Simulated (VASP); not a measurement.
# AlGa3N4 (P-43m) in VASP: notebook

The runs below take AlGa3N4 through single point, relaxation of cell and atoms, with LDA.

Program: VASP 6.6.1. These are calculated values, not measurements. Logs are shortened: lines on timing, memory, paths and dates and some standing lists are left out, and cuts for length are marked.

## 1. The cell of the first run

The structure is cubic, space group P-43m (No. 215). Conventional cell: a = 4.427 Å, b = 4.427 Å, c = 4.427 Å, α = 90.00°, β = 90.00°, γ = 90.00°. Al (site symmetry -43m) has 4 N at 1.88 Å within 2.5 Å. Within 2.6 Å of Ga (site symmetry -42m) lie 4 N at 1.93 Å. N (site symmetry 3m) has 1 Al at 1.88 Å and 3 Ga at 1.93 Å within 2.5 Å.

## 2. Single point, LDA

INCAR

```
SYSTEM = AlGa3N4
PREC = Accurate
ENCUT = 520
EDIFF = 1E-6
ISMEAR = 0
SIGMA = 0.01
LREAL = .FALSE.
LASPH = .TRUE.
NELM = 100
ALGO = Normal
ISIF = 2
LWAVE = .FALSE.
LCHARG = .TRUE.
GGA = CA
LELF = .TRUE.
LVHAR = .TRUE.
NBANDS = 41
```

KPOINTS

```
Automatic mesh
0
G
  6 6 6
  0 0 0
```

POSCAR

```
AlGa3N4
1.0
    4.4269712081      0.0000000000      0.0000000000
    0.0000000000      4.4269712081      0.0000000000
    0.0000000000      0.0000000000      4.4269712081
Al Ga N
1 3 4
Direct
    0.0000000000      0.0000000000      0.0000000000
    0.5000000000      0.5000000000      0.0000000000
    0.5000000000      0.0000000000      0.5000000000
    0.0000000000      0.5000000000      0.5000000000
    0.7548198296      0.7548198296      0.2451801704
    0.7548198296      0.2451801704      0.7548198296
    0.2451801704      0.7548198296      0.7548198296
    0.2451801704      0.2451801704      0.2451801704
```

Potentials or basis: VASP PAW LDA potentials, release 64 (Al, Ga_d, N).

Run with:

```sh
> cat potpaw_LDA.64/Al/POTCAR potpaw_LDA.64/Ga_d/POTCAR potpaw_LDA.64/N/POTCAR > POTCAR
> mpirun -np 1 vasp_std > vasp.out
```

OUTCAR:

```text
SYSTEM = AlGa3N4
   PREC = Accurate
   ENCUT = 520
   EDIFF = 1E-6
   ISMEAR = 0
   LREAL = .FALSE.
   LASPH = .TRUE.
   NELM = 100
   ISIF = 2
   GGA = CA

 ion  position               nearest neighbor table
   1  0.000  0.000  0.000-   5 1.88   6 1.88   7 1.88   8 1.88   3 3.13   4 3.13   2 3.13   3 3.13
                             4 3.13   2 3.13   4 3.13   4 3.13   2 3.13   3 3.13   3 3.13   2 3.13
   2  0.500  0.500  0.000-   5 1.93   6 1.93   7 1.93   8 1.93   1 3.13   1 3.13   1 3.13   1 3.13

   3  0.500  0.000  0.500-   5 1.93   6 1.93   7 1.93   8 1.93   1 3.13   1 3.13   1 3.13   1 3.13

   4  0.000  0.500  0.500-   5 1.93   6 1.93   7 1.93   8 1.93   1 3.13   1 3.13   1 3.13   1 3.13

   5  0.755  0.755  0.245-   1 1.88   2 1.93   3 1.93   4 1.93
   6  0.755  0.245  0.755-   1 1.88   2 1.93   3 1.93   4 1.93
   7  0.245  0.755  0.755-   1 1.88   2 1.93   3 1.93   4 1.93
   8  0.245  0.245  0.245-   1 1.88   2 1.93   3 1.93   4 1.93

  LATTYP: Found a simple cubic cell.
 ALAT       =     4.4269712081

  Lattice vectors:

 A1 = (   4.4269712081,   0.0000000000,   0.0000000000)
 A2 = (   0.0000000000,   4.4269712081,   0.0000000000)
 A3 = (   0.0000000000,   0.0000000000,   4.4269712081)

Analysis of symmetry for initial positions (statically):
=====================================================================
 Subroutine PRICEL returns:
 Original cell was already a primitive cell.

 Routine SETGRP: Setting up the symmetry group for a
 simple cubic supercell.

 Subroutine GETGRP returns: Found 24 space group operations
 (whereof 24 operations were pure point group operations)
 out of a pool of 48 trial point group operations.

The static configuration has the point symmetry T_d .

Analysis of symmetry for dynamics (positions and initial velocities):
=====================================================================
 Subroutine PRICEL returns:
 Original cell was already a primitive cell.

 Routine SETGRP: Setting up the symmetry group for a
 simple cubic supercell.

 Subroutine GETGRP returns: Found 24 space group operations
 (whereof 24 operations were pure point group operations)
 out of a pool of 48 trial point group operations.

The dynamic configuration has the point symmetry T_d .

 Subroutine INISYM returns: Found 24 space group operations
 (whereof 24 operations are pure point group operations),
 and found     1 'primitive' translations

----------------------------------------------------------------------------------------

                                     Primitive cell

  volume of cell :      86.7601

  direct lattice vectors                    reciprocal lattice vectors
     4.426971208  0.000000000  0.000000000     0.225888074  0.000000000  0.000000000
     0.000000000  4.426971208  0.000000000     0.000000000  0.225888074  0.000000000
     0.000000000  0.000000000  4.426971208     0.000000000  0.000000000  0.225888074

  length of vectors
     4.426971208  4.426971208  4.426971208     0.225888074  0.225888074  0.225888074

  position of ions in fractional coordinates (direct lattice)
     0.000000000  0.000000000  0.000000000
     0.500000000  0.500000000  0.000000000
     0.500000000  0.000000000  0.500000000
     0.000000000  0.500000000  0.500000000
     0.754819830  0.754819830  0.245180170
     0.754819830  0.245180170  0.754819830
     0.245180170  0.754819830  0.754819830
     0.245180170  0.245180170  0.245180170

  ion indices of the primitive-cell ions
   primitive index   ion index
                 1           1
                 2           2
                 3           3
                 4           4
                 5           5
                 6           6
                 7           7
                 8           8

----------------------------------------------------------------------------------------

 KPOINTS: Automatic mesh

Automatic generation of k-mesh.
 Grid dimensions read from file:
 generate k-points for:    6    6    6

 Generating k-lattice:

  Cartesian coordinates                     Fractional coordinates (reciprocal lattice)
     0.037648012  0.000000000  0.000000000     0.166666667  0.000000000  0.000000000
     0.000000000  0.037648012  0.000000000     0.000000000  0.166666667  0.000000000
     0.000000000  0.000000000  0.037648012     0.000000000  0.000000000  0.166666667

  Length of vectors
     0.037648012  0.037648012  0.037648012

  Shift w.r.t. Gamma in fractional coordinates (k-lattice)
     0.000000000  0.000000000  0.000000000

 Subroutine IBZKPT returns following result:
 ===========================================

 Found     20 irreducible k-points:

 Following reciprocal coordinates:
            Coordinates               Weight
  0.000000  0.000000  0.000000      1.000000
  0.166667  0.000000  0.000000      6.000000
  0.333333  0.000000  0.000000      6.000000
  0.500000  0.000000  0.000000      3.000000
  0.166667  0.166667  0.000000     12.000000
  0.333333  0.166667  0.000000     24.000000
[... 12 lines left out ...]
  0.500000  0.500000  0.333333      6.000000
  0.500000  0.500000  0.500000      1.000000
   k-points           NKPTS =     20   k-points in BZ     NKDIM =     20   number of bands    NBANDS=     41
   number of dos      NEDOS =    301   number of ions     NIONS =      8
   total plane-waves  NPLWV =  46656
   dimension x,y,z NGX =    36 NGY =   36 NGZ =   36
   dimension x,y,z NGXF=    72 NGYF=   72 NGZF=   72
   ions per type =               1   3   4
   NGX,Y,Z   is equivalent  to a cutoff of  13.52, 13.52, 13.52 a.u.
   NGXF,Y,Z  is equivalent  to a cutoff of  27.04, 27.04, 27.04 a.u.
 SYSTEM =  AlGa3N4
   PREC   = accura    normal or accurate (medium, high low for compatibility)
   ISTART =      0    job   : 0-new  1-cont  2-samecut
   ICHARG =      2    charge: 1-file 2-atom 10-const
   ISPIN  =      1    spin polarized calculation?
   LNONCOLLINEAR =      F non collinear calculations
   LSORBIT =      F    spin-orbit coupling
   LASPH  =      T    aspherical Exc in radial PAW
   ENCUT  =  520.0 eV  38.22 Ry    6.18 a.u.   8.23  8.23  8.23*2*pi/ulx,y,z
   NELM   =    100;   NELMIN=  2; NELMDL= -5     # of ELM steps
   EDIFF  = 0.1E-05   stopping-criterion for ELM
   LREAL  =      F    real-space projection
[... 7 lines left out ...]
   TEBEG  =    0.0;   TEEND  =   0.0 temperature during run
   PSTRESS=    0.0 pullay stress
   NELECT =      62.0000    total number of electrons
   NUPDOWN=      -1.0000    fix difference up-down
   EMIN   =  10.00;   EMAX   =-10.00  energy-range for DOS
   EFERMI =   0.00;   METHOD = LEGACY
   ISMEAR =     0;   SIGMA  =   0.01  broadening in eV -4-tet -1-fermi 0-gaus
   EFERMI_NEDOS =   21; number of points for ismear=-14 and -15
   IALGO  =     38    algorithm
   IMIX   =      4    mixing-type and parameters
     AMIX     =   0.40;   BMIX     =  1.00
     AMIX_MAG =   1.60;   BMIX_MAG =  1.00
  volume/ion in A,a.u.               =      10.85        73.19
  Fermi-wavevector in a.u.,A,eV,Ry     =   1.463632  2.765864 29.146672  2.142220
  Thomas-Fermi vector in A             =   2.579704
   LORBIT       =      0    0 simple, 1 ext, 2 COOP (PROOUT), +10 PAW based schemes
   GGA     = CA    functional components
   LHFCALC =     F    Hartree Fock is set to
   AEXX    =    0.0000 exact exchange contribution
   IVDW    =     0    specifies the selected vdW correction
   LEPSILON=     F    determine dielectric tensor
   LRPA    =     F    only Hartree local field effects (RPA)
 non-spin polarized calculation
 Gauss-broadening in eV      SIGMA  =   0.01
  energy-cutoff  :      520.00
  volume of cell :       86.76
 maximum number of plane-waves:      2360
 NGX is ok and might be reduce to    36
   NGX = 17   NGY = 17   NGZ = 17

 number of electron      61.9999939 magnetization

 Free energy of the ion-electron system (eV)
  ---------------------------------------------------
  ext. energy  EPLUGINS =         0.00000000
  ---------------------------------------------------
  free energy    TOTEN  =       -58.19863828 eV

  energy without entropy =      -58.19863828  energy(sigma->0) =      -58.19863828

 E-fermi :   5.5566     XC(G=0): -12.0805

 val. band max:        5.4830157011   @ k =   0.0000   0.0000   0.0000
 cond. band min:       8.0534976686   @ k =   0.0000   0.0000   0.0000
 fundamental gap:      2.5704819675
 Fermi energy:         5.5566228436

 k-point     1 :       0.0000    0.0000    0.0000
  band No.  band energies     occupation
      1     -10.2972      2.00000
      2      -9.0040      2.00000
      3      -9.0040      2.00000
      4      -9.0040      2.00000
      5      -7.8026      2.00000
      6      -7.7753      2.00000
[... 33 lines left out ...]
     40      16.3408      0.00000
     41      16.3418      0.00000

 k-point     2 :       0.1667    0.0000    0.0000
  band No.  band energies     occupation
      1     -10.1791      2.00000
      2      -9.0368      2.00000
      3      -9.0050      2.00000
      4      -9.0050      2.00000
      5      -7.7957      2.00000
      6      -7.7721      2.00000
[... 33 lines left out ...]
     40      16.5630      0.00000
     41      16.6113      0.00000

 k-point     3 :       0.3333    0.0000    0.0000
  band No.  band energies     occupation
      1      -9.8629      2.00000
      2      -9.1651      2.00000
      3      -9.0072      2.00000
      4      -9.0072      2.00000
      5      -7.7629      2.00000
      6      -7.7564      2.00000
[... 699 lines left out ...]
      2      -9.1463      2.00000
      3      -9.1463      2.00000
      4      -9.1341      2.00000
      5      -7.7817      2.00000
      6      -7.7817      2.00000
[... 33 lines left out ...]
     40      15.7681      0.00000
     41      15.8481      0.00000

 k-point    20 :       0.5000    0.5000    0.5000
  band No.  band energies     occupation
      1      -9.3414      2.00000
      2      -9.1437      2.00000
      3      -9.1437      2.00000
      4      -9.1437      2.00000
      5      -7.7861      2.00000
      6      -7.7861      2.00000
[... 33 lines left out ...]
     40      15.4580      0.00000
     41      15.4580      0.00000

------------------------ aborting loop because EDIFF is reached ----------------------------------------

  FORCE on cell =-STRESS in cart. coord.  units (eV):
  Direction    XX          YY          ZZ          XY          YZ          ZX
  --------------------------------------------------------------------------------------
  -------------------------------------------------------------------------------------
  Total        0.5637676      0.5637676      0.5637676      0.0000000      0.0000000      0.0000000
  in kB       10.4109566     10.4109566     10.4109566      0.0000000      0.0000000      0.0000000
  external PRESSURE =      10.4109566 kB  Pullay stress =       0.0000000 kB

 VOLUME and BASIS-vectors are now :
 -----------------------------------------------------------------------------
  energy-cutoff  :      520.00
  volume of cell :       86.76
      direct lattice vectors                 reciprocal lattice vectors
     4.426971208  0.000000000  0.000000000     0.225888074  0.000000000  0.000000000
     0.000000000  4.426971208  0.000000000     0.000000000  0.225888074  0.000000000
     0.000000000  0.000000000  4.426971208     0.000000000  0.000000000  0.225888074

 POSITION                                       TOTAL-FORCE (eV/Angst)
 -----------------------------------------------------------------------------------
      0.00000      0.00000      0.00000        -0.000000     -0.000000      0.000000
      2.21349      2.21349      0.00000        -0.000000     -0.000000      0.000000
      2.21349      0.00000      2.21349        -0.000000      0.000000     -0.000000
      0.00000      2.21349      2.21349        -0.000000     -0.000000     -0.000000
      3.34157      3.34157      1.08541         0.016684      0.016684     -0.016684
      3.34157      1.08541      3.34157         0.016684     -0.016684      0.016684
      1.08541      3.34157      3.34157        -0.016684      0.016684      0.016684
      1.08541      1.08541      1.08541        -0.016684     -0.016684     -0.016684
 -----------------------------------------------------------------------------------
    total drift:                               -0.000000     -0.000000     -0.000000

  FREE ENERGIE OF THE ION-ELECTRON SYSTEM (eV)
  ---------------------------------------------------
  free  energy   TOTEN  =       -58.1986382818 eV

  energy  without entropy=      -58.1986382818  energy(sigma->0) =      -58.19863828
```

It took 39 s on 1 thread of Intel Xeon 6975P-C (Granite Rapids), shared host; peak memory 0.2 GiB.

What came out:

- Free energy: -58.1986 eV
- Pressure: 1.0 GPa
- Largest force: 0.029 eV/Å
- Band gap on the k mesh: 2.57 eV, direct

Forces on the atoms (eV/Å):
```
Al   0.000  0.000  0.000
Ga   0.000  0.000  0.000
Ga   0.000  0.000  0.000
Ga   0.000  0.000  0.000
N    0.017  0.017 -0.017
N    0.017 -0.017  0.017
N   -0.017  0.017  0.017
N   -0.017 -0.017 -0.017
```

Levels at points of the mesh, in eV from the valence-band top:
| k point | band 28 | band 29 | band 30 | band 31 | band 32 | band 33 | band 34 | band 35 |
| --- | --- | --- | --- | --- | --- | --- | --- | --- |
| (0.00, 0.00, 0.00) | -2.55 | 0.00 | 0.00 | 0.00 | 2.57 | 3.37 | 3.37 | 3.37 |
| (0.50, 0.00, 0.00) | -1.54 | -1.54 | -1.24 | -1.24 | 4.98 | 5.07 | 6.20 | 6.20 |
| (0.50, 0.50, 0.00) | -1.02 | -0.97 | -0.97 | -0.66 | 6.85 | 7.03 | 7.03 | 7.35 |
| (0.50, 0.50, 0.50) | -0.79 | -0.71 | -0.71 | -0.71 | 5.11 | 5.11 | 5.11 | 6.38 |

As with any semilocal functional, this LDA gap is likely too small.

## 3. Relaxation of cell and atoms, LDA

INCAR

```
SYSTEM = AlGa3N4
  PREC = Accurate
  ENCUT = 600
  EDIFF = 1E-7
  ISMEAR = 0
  SIGMA = 0.01
  LREAL = .False.
  LASPH = .True.
  NELM = 100
  ALGO = Normal
  ISIF = 3
  LWAVE = .False.
  LCHARG = .False.
  IBRION = 2
  NSW = 80
  EDIFFG = -0.001
```

KPOINTS

```
Automatic mesh
0
Gamma
  6 6 6
  0 0 0
```

POSCAR

```
AlGa3N4
1.0
    4.4270176746      0.0000000000      0.0000000000
    0.0000000000      4.4270176746      0.0000000000
    0.0000000000      0.0000000000      4.4270176746
Al Ga N
1 3 4
Direct
    0.0000000000      0.0000000000      0.0000000000
    0.5000000000      0.5000000000      0.0000000000
    0.5000000000      0.0000000000      0.5000000000
    0.0000000000      0.5000000000      0.5000000000
    0.7548139556      0.7548139556      0.2451860444
    0.7548139556      0.2451860444      0.7548139556
    0.2451860444      0.7548139556      0.7548139556
    0.2451860444      0.2451860444      0.2451860444
```

Potentials or basis: VASP PAW LDA potentials, release 64 (Al, Ga_d, N).

Run with:

```sh
> cat potpaw_LDA.64/Al/POTCAR potpaw_LDA.64/Ga_d/POTCAR potpaw_LDA.64/N/POTCAR > POTCAR
> mpirun -np 1 vasp_std > vasp.out
```

It took 1.9 min on 1 thread of Intel Xeon 6975P-C (Granite Rapids), shared host; peak memory 0.21 GiB.

It converged, with:

```yaml
Free_energy: -58.2014 eV
Relaxed_volume: 10.89 Å³/atom
Relaxed_cell: a = 4.433 Å, b = 4.433 Å, c = 4.433 Å, α = 90.00°, β = 90.00°, γ = 90.00°
Space_group_after_relaxing_to_0.05_Å: P-43m (No. 215)
Energy_gained_by_relaxing: 0.1 meV/atom
Ionic_steps: 5
Pressure_after_relaxing: 0.0 GPa
Band_gap_on_the_k_mesh: 2.54 eV, direct
```

Step by step:
```tsv
step	energy change (eV)	largest force (eV/Å)	pressure (GPa)	volume (Å³)
1	0.0000	0.0297	0.86	86.76
2	-0.0002	0.0093	-0.84	87.50
3	-0.0011	0.0091	-0.03	87.15
4	-0.0011	0.0094	0.00	87.14
5	-0.0011	0.0007	0.01	87.13
```

Final structure:
```yaml
crystal:
  lattice:
    - [4.43331, 0.00000, 0.00000]
    - [0.00000, 4.43331, 0.00000]
    - [0.00000, 0.00000, 4.43331]
  atoms:
    - { symbol: Al, position: [0.00000, 0.00000, 0.00000] }
    - { symbol: Ga, position: [0.50000, 0.50000, 0.00000] }
    - { symbol: Ga, position: [0.50000, 0.00000, 0.50000] }
    - { symbol: Ga, position: [0.00000, 0.50000, 0.50000] }
    - { symbol: N, position: [0.75496, 0.75496, 0.24504] }
    - { symbol: N, position: [0.75496, 0.24504, 0.75496] }
    - { symbol: N, position: [0.24504, 0.75496, 0.75496] }
    - { symbol: N, position: [0.24504, 0.24504, 0.24504] }
```

Levels at points of the mesh, in eV from the valence-band top:
| k point | band 28 | band 29 | band 30 | band 31 | band 32 | band 33 | band 34 | band 35 |
| --- | --- | --- | --- | --- | --- | --- | --- | --- |
| (0.00, 0.00, 0.00) | -2.54 | 0.00 | 0.00 | 0.00 | 2.54 | 3.37 | 3.37 | 3.37 |
| (0.50, 0.00, 0.00) | -1.53 | -1.53 | -1.23 | -1.23 | 4.96 | 5.05 | 6.19 | 6.19 |
| (0.50, 0.50, 0.00) | -1.02 | -0.96 | -0.96 | -0.65 | 6.81 | 6.99 | 6.99 | 7.33 |
| (0.50, 0.50, 0.50) | -0.78 | -0.70 | -0.70 | -0.70 | 5.08 | 5.08 | 5.08 | 6.35 |

A hybrid or GW would open this gap; LDA tends to underestimate it.
